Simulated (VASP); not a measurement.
# CaSe (Fm-3m) in VASP: single point with PBE

Aim: the single point of CaSe with PBE.

Program: VASP 6.6.1. These are calculated values, not measurements. Logs are shortened: lines on timing, memory, paths and dates and some standing lists are left out, and cuts for length are marked.

### Step 1. The cell of the first run

Symmetry: Fm-3m, No. 225, cubic system. The conventional cell has a = 5.912 Å, b = 5.912 Å, c = 5.912 Å, α = 90.00°, β = 90.00°, γ = 90.00°. Within 3.9 Å of Ca (site symmetry m-3m) lie 6 Se at 2.96 Å. Se (site symmetry m-3m) has 6 Ca at 2.96 Å within 3.9 Å.

### Step 2. Single point, PBE, non-collinear spin, zero start, spin-orbit coupling

INCAR

```
SYSTEM = CaSe
  PREC = Accurate
  ENCUT = 500
  EDIFF = 1E-6
  ISMEAR = -1
  SIGMA = 0.02
  LREAL = .False.
  LASPH = .True.
  NELM = 200
  ALGO = Normal
  ISIF = 2
  LWAVE = .False.
  LCHARG = .True.
  LNONCOLLINEAR = .True.
  MAGMOM = 0 0 0 0 0 0
  LORBIT = 11
  LSORBIT = .True.
  GGA_COMPAT = .False.
  LORBMOM = .True.
  GGA = PE
  LVHAR = .True.
  ISYM = -1
  NBANDS = 28
  KPAR = 1
```

KPOINTS

```
explicit points
343
Reciprocal
  0.07142857   0.07142857   0.07142857 1
  0.07142857   0.07142857   0.21428571 1
  0.07142857   0.07142857   0.35714286 1
  0.07142857   0.07142857   0.50000000 1
  0.07142857   0.07142857   0.64285714 1
  0.07142857   0.07142857   0.78571429 1
[... 335 lines left out ...]
  0.92857143   0.92857143   0.78571429 1
  0.92857143   0.92857143   0.92857143 1
```

POSCAR

```
CaSe
1.0
    0.0000000000      2.9560000000      2.9560000000
    2.9560000000      0.0000000000      2.9560000000
    2.9560000000      2.9560000000      0.0000000000
Ca Se
1 1
Direct
    0.0000000000      0.0000000000      0.0000000000
    0.5000000000      0.5000000000      0.5000000000
```

Potentials or basis: VASP PAW PBE potentials, release 64 (Ca_sv, Se).

Run with:

```bash
$ cat potpaw_PBE.64/Ca_sv/POTCAR potpaw_PBE.64/Se/POTCAR > POTCAR
$ mpirun -np 4 vasp_ncl > vasp.out
```

OUTCAR:

```text
SYSTEM = CaSe
   PREC = Accurate
   ENCUT = 500
   EDIFF = 1E-6
   ISMEAR = -1
   LREAL = .False.
   LASPH = .True.
   NELM = 200
   ISIF = 2
   LNONCOLLINEAR = .True.
   LORBIT = 11
   LSORBIT = .True.
   GGA = PE
   ISYM = -1

 ion  position               nearest neighbor table
   1  0.000  0.000  0.000-   2 2.96   2 2.96   2 2.96   2 2.96   2 2.96   2 2.96
   2  0.500  0.500  0.500-   1 2.96   1 2.96   1 2.96   1 2.96   1 2.96   1 2.96

IMPORTANT INFORMATION: All symmetrisations will be switched off!
NOSYMM: (Re-)initialisation of all symmetry stuff for point group C_1.

----------------------------------------------------------------------------------------

                                     Primitive cell

  volume of cell :      51.6587

  direct lattice vectors                    reciprocal lattice vectors
     0.000000000  2.956000000  2.956000000    -0.169147497  0.169147497  0.169147497
     2.956000000  0.000000000  2.956000000     0.169147497 -0.169147497  0.169147497
     2.956000000  2.956000000  0.000000000     0.169147497  0.169147497 -0.169147497

  length of vectors
     4.180415290  4.180415290  4.180415290     0.292972058  0.292972058  0.292972058

  position of ions in fractional coordinates (direct lattice)
     0.000000000  0.000000000  0.000000000
     0.500000000  0.500000000  0.500000000

  ion indices of the primitive-cell ions
   primitive index   ion index
                 1           1
                 2           2

----------------------------------------------------------------------------------------

 KPOINTS: explicit points

Read explicit list of k-points.

 Found    343 k-points:

 Following reciprocal coordinates:
            Coordinates               Weight
  0.071429  0.071429  0.071429      0.002915
  0.071429  0.071429  0.214286      0.002915
  0.071429  0.071429  0.357143      0.002915
  0.071429  0.071429  0.500000      0.002915
  0.071429  0.071429  0.642857      0.002915
  0.071429  0.071429  0.785714      0.002915
[... 16 lines left out ...]
  0.071429  0.500000  0.214286      0.002915
  0.071429  0.500000  0.357143      0.002915
 [... further k-points ...]
   k-points           NKPTS =    343   k-points in BZ     NKDIM =    343   number of bands    NBANDS=     28
   number of dos      NEDOS =    301   number of ions     NIONS =      2
   total plane-waves  NPLWV =  27000
   dimension x,y,z NGX =    30 NGY =   30 NGZ =   30
   dimension x,y,z NGXF=    60 NGYF=   60 NGZF=   60
   ions per type =               1   1
   NGX,Y,Z   is equivalent  to a cutoff of  11.93, 11.93, 11.93 a.u.
   NGXF,Y,Z  is equivalent  to a cutoff of  23.86, 23.86, 23.86 a.u.
 SYSTEM =  CaSe
   PREC   = accura    normal or accurate (medium, high low for compatibility)
   ISTART =      0    job   : 0-new  1-cont  2-samecut
   ICHARG =      2    charge: 1-file 2-atom 10-const
   ISPIN  =      1    spin polarized calculation?
   LNONCOLLINEAR =      T non collinear calculations
   LSORBIT =      T    spin-orbit coupling
   LASPH  =      T    aspherical Exc in radial PAW
   ENCUT  =  500.0 eV  36.75 Ry    6.06 a.u.   7.62  7.62  7.62*2*pi/ulx,y,z
   NELM   =    200;   NELMIN=  2; NELMDL= -5     # of ELM steps
   EDIFF  = 0.1E-05   stopping-criterion for ELM
   LREAL  =      F    real-space projection
   EDIFFG = 0.1E-04   stopping-criterion for IOM
   NSW    =      0    number of steps for IOM
   IBRION =     -1    ionic relax: 0-MD 1-quasi-New 2-CG
   NFREE  =      0    steps in history (QN), initial steepest desc. (CG)
   ISIF   =      2    stress and relaxation
   ISYM   =     -1    0-nonsym 1-usesym 2-fastsym
   POTIM  = 0.5000    time-step for ionic-motion
   TEBEG  =    0.0;   TEEND  =   0.0 temperature during run
   PSTRESS=    0.0 pullay stress
   NELECT =      16.0000    total number of electrons
   NUPDOWN=      -1.0000    fix difference up-down
   EMIN   =  10.00;   EMAX   =-10.00  energy-range for DOS
   EFERMI =   0.00;   METHOD = LEGACY
   ISMEAR =    -1;   SIGMA  =   0.02  broadening in eV -4-tet -1-fermi 0-gaus
   EFERMI_NEDOS =   21; number of points for ismear=-14 and -15
   IALGO  =     38    algorithm
   IMIX   =      4    mixing-type and parameters
     AMIX     =   0.40;   BMIX     =  1.00
     AMIX_MAG =   1.60;   BMIX_MAG =  1.00
  volume/ion in A,a.u.               =      25.83       174.30
  Fermi-wavevector in a.u.,A,eV,Ry     =   1.107645  2.093145 16.692666  1.226876
  Thomas-Fermi vector in A             =   2.244161
   LORBIT       =     11    0 simple, 1 ext, 2 COOP (PROOUT), +10 PAW based schemes
   GGA     = PE    functional components
   LHFCALC =     F    Hartree Fock is set to
   AEXX    =    0.0000 exact exchange contribution
   IVDW    =     0    specifies the selected vdW correction
   LEPSILON=     F    determine dielectric tensor
   LRPA    =     F    only Hartree local field effects (RPA)
  energy-cutoff  :      500.00
  volume of cell :       51.66
 maximum number of plane-waves:      2656
   NGX = 15   NGY = 15   NGZ = 15

 number of electron      16.0000000 magnetization       0.0000000      0.0000000      0.0000000

 number of electron      15.9999998 magnetization       0.0000001     -0.0000001     -0.0000002

 number of electron      15.9999998 magnetization      -0.0000000      0.0000000      0.0000000

 Free energy of the ion-electron system (eV)
  ---------------------------------------------------
  ext. energy  EPLUGINS =         0.00000000
  ---------------------------------------------------
  free energy    TOTEN  =        -9.50056906 eV

  energy without entropy =       -9.50056906  energy(sigma->0) =       -9.50056906

 E-fermi :   2.8747     XC(G=0):  -9.1625

 val. band max:        2.5011801746   @ k =   0.0714   0.0714   0.0714
 cond. band min:       4.6383635582   @ k =   0.5000   0.5000   0.9286
 fundamental gap:      2.1371833835
 Fermi energy:         2.8747191139

 k-point     1 :       0.0714    0.0714    0.0714
  band No.  band energies     occupation
      1     -37.2852      1.00000
      2     -37.2852      1.00000
      3     -18.5336      1.00000
      4     -18.5336      1.00000
      5     -18.1588      1.00000
      6     -18.1588      1.00000
[... 20 lines left out ...]
     27       6.8744      0.00000
[... 691 lines left out ...]
      6     -18.2175      1.00000
[... 20 lines left out ...]
     27       8.8786      0.00000
     28       8.8786      0.00000

 [... further k-points ...]
[... 5 lines left out ...]
  --------------------------------------------------------------------------------------
  -------------------------------------------------------------------------------------
  Total        0.4360699      0.4360730      0.4360734     -0.0009263     -0.0009264     -0.0009264
  in kB       13.5245694     13.5246636     13.5246755     -0.0287293     -0.0287332     -0.0287333
  external PRESSURE =      13.5246362 kB  Pullay stress =       0.0000000 kB

 VOLUME and BASIS-vectors are now :
 -----------------------------------------------------------------------------
  energy-cutoff  :      500.00
  volume of cell :       51.66
      direct lattice vectors                 reciprocal lattice vectors
     0.000000000  2.956000000  2.956000000    -0.169147497  0.169147497  0.169147497
     2.956000000  0.000000000  2.956000000     0.169147497 -0.169147497  0.169147497
     2.956000000  2.956000000  0.000000000     0.169147497  0.169147497 -0.169147497

 POSITION                                       TOTAL-FORCE (eV/Angst)
 -----------------------------------------------------------------------------------
      0.00000      0.00000      0.00000         0.000000     -0.000000      0.000000
      2.95600      2.95600      2.95600        -0.000000      0.000000     -0.000000
 -----------------------------------------------------------------------------------
    total drift:                                0.000000      0.000000      0.000000

  FREE ENERGIE OF THE ION-ELECTRON SYSTEM (eV)
  ---------------------------------------------------
  free  energy   TOTEN  =        -9.5005690580 eV

  energy  without entropy=       -9.5005690580  energy(sigma->0) =       -9.50056906

 orbital moment (x)

 # of ion     p       d       tot
 ----------------------------------------
  1        -0.000   0.000  -0.000
  2         0.000  -0.000   0.000
 ----------------------------------------
           -0.000   0.000  -0.000

 orbital moment (y)

 # of ion     p       d       tot
 ----------------------------------------
  1         0.000   0.000   0.000
  2         0.000  -0.000   0.000
 ----------------------------------------
            0.000   0.000   0.000

 orbital moment (z)

 # of ion     p       d       tot
 ----------------------------------------
  1         0.000   0.000   0.000
  2         0.000   0.000   0.000
 ----------------------------------------
            0.000   0.000   0.000

 Spin-Orbit-Coupling matrix elements

 Ion:    1  E_soc:     -0.0060121
 l=   1
     0.0000000    -0.0009903    -0.0009903
    -0.0009903     0.0000000    -0.0009903
    -0.0009903    -0.0009903     0.0000000
 l=   2
     0.0000000     0.0000012     0.0000000     0.0000012    -0.0000129
     0.0000012     0.0000000    -0.0000097     0.0000012    -0.0000032
     0.0000000    -0.0000097     0.0000000    -0.0000097     0.0000000
     0.0000012     0.0000012    -0.0000097     0.0000000    -0.0000032
    -0.0000129    -0.0000032     0.0000000    -0.0000032     0.0000000
 l=   3
     0.0000000     0.0000000     0.0000000     0.0000000     0.0000000     0.0000000     0.0000000
     0.0000000     0.0000000     0.0000000     0.0000000     0.0000000     0.0000000     0.0000000
     0.0000000     0.0000000     0.0000000     0.0000000     0.0000000     0.0000000     0.0000000
     0.0000000     0.0000000     0.0000000     0.0000000     0.0000000     0.0000000     0.0000000
     0.0000000     0.0000000     0.0000000     0.0000000     0.0000000     0.0000000     0.0000000
     0.0000000     0.0000000     0.0000000     0.0000000     0.0000000     0.0000000     0.0000000
     0.0000000     0.0000000     0.0000000     0.0000000     0.0000000     0.0000000     0.0000000

 Ion:    2  E_soc:     -0.0355359
 l=   1
     0.0000000    -0.0059223    -0.0059223
    -0.0059223     0.0000000    -0.0059223
    -0.0059223    -0.0059223     0.0000000
 l=   2
     0.0000000    -0.0000004     0.0000000    -0.0000004     0.0000001
    -0.0000004     0.0000000     0.0000000    -0.0000004     0.0000000
     0.0000000     0.0000000     0.0000000     0.0000000     0.0000000
    -0.0000004    -0.0000004     0.0000000     0.0000000     0.0000000
     0.0000001     0.0000000     0.0000000     0.0000000     0.0000000
 l=   3
     0.0000000     0.0000000     0.0000000     0.0000000     0.0000000     0.0000000     0.0000000
     0.0000000     0.0000000     0.0000000     0.0000000     0.0000000     0.0000000     0.0000000
     0.0000000     0.0000000     0.0000000     0.0000000     0.0000000     0.0000000     0.0000000
     0.0000000     0.0000000     0.0000000     0.0000000     0.0000000     0.0000000     0.0000000
     0.0000000     0.0000000     0.0000000     0.0000000     0.0000000     0.0000000     0.0000000
     0.0000000     0.0000000     0.0000000     0.0000000     0.0000000     0.0000000     0.0000000
     0.0000000     0.0000000     0.0000000     0.0000000     0.0000000     0.0000000     0.0000000

 total charge

# of ion       s       p       d       tot
------------------------------------------
    1        2.033   5.853   0.241   8.127
    2        1.430   2.495   0.005   3.931
--------------------------------------------------
tot          3.463   8.348   0.246  12.057

 magnetization (x)

# of ion       s       p       d       tot
------------------------------------------
    1       -0.000   0.000   0.000   0.000
    2        0.000   0.000   0.000   0.000
--------------------------------------------------
tot         -0.000   0.000   0.000   0.000

 magnetization (y)

# of ion       s       p       d       tot
------------------------------------------
    1        0.000   0.000   0.000   0.000
    2        0.000  -0.000  -0.000  -0.000
--------------------------------------------------
tot          0.000  -0.000   0.000   0.000

 magnetization (z)

# of ion       s       p       d       tot
------------------------------------------
    1       -0.000  -0.000   0.000  -0.000
    2        0.000   0.000  -0.000   0.000
--------------------------------------------------
tot         -0.000  -0.000   0.000  -0.000
```

It took 7.5 min on 4 MPI ranks of AMD EPYC 7R43 (Zen 3), shared host; peak memory 0.33 GiB.

Results:

```
Free energy                                           : -9.5006 eV
Pressure                                              : 1.4 GPa
Net moment                                            : 0.00 μB per cell
Valence electrons inside the program's atomic spheres : Ca 8.13; Se 3.93
```

Moments on the atoms (μB; x, y, z):
```
Ca  0.00 0.00 0.00
Se  0.00 0.00 0.00
```
